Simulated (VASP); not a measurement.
The system is Si2Ni (m.f).

```
Ni Si
1.0
     0.00000    2.69500    2.69500
     2.69500    0.00000    2.69500
     2.69500    2.69500    0.00000
Ni Si
1 2
Direct
  0.00000 0.00000 0.00000
  0.25000 0.25000 0.25000
  0.75000 0.75000 0.75000
```

- Program: VASP 6.6.1
- Task: relaxation of cell and atoms
- Functional: PBE
- Potentials or basis: VASP PAW PBE potentials, release 64 (Ni, Si)
- Cutoff: 600 eV
- k mesh: 14 × 14 × 14
- Occupations: gaussian, width 0.1 eV
- Spin: no spin polarisation

At the start: pressure 4.8 GPa; volume 13.05 Å³/atom.

How do energy, volume and symmetry change on relaxing?

Over 3 steps the energy falls by 6.1 meV/atom and the volume is 13.46 Å³/atom (+3.2 %); space group Fm-3m (No. 225, to 0.05 Å).

Step by step:
| step | energy change (eV) | largest force (eV/Å) | pressure (GPa) | volume (Å³) |
| --- | --- | --- | --- | --- |
| 1 | 0.0000 | 0.0000 | 4.82 | 39.15 |
| 2 | -0.0068 | 0.0000 | -3.45 | 41.42 |
| 3 | -0.0182 | 0.0000 | -0.01 | 40.39 |

Final structure:
```yaml
crystal:
  lattice:
    - [0.00000, 2.72319, 2.72319]
    - [2.72319, 0.00000, 2.72319]
    - [2.72319, 2.72319, 0.00000]
  atoms:
    - { symbol: Ni, position: [0.00000, 0.00000, 0.00000] }
    - { symbol: Si, position: [0.25000, 0.25000, 0.25000] }
    - { symbol: Si, position: [0.75000, 0.75000, 0.75000] }
```
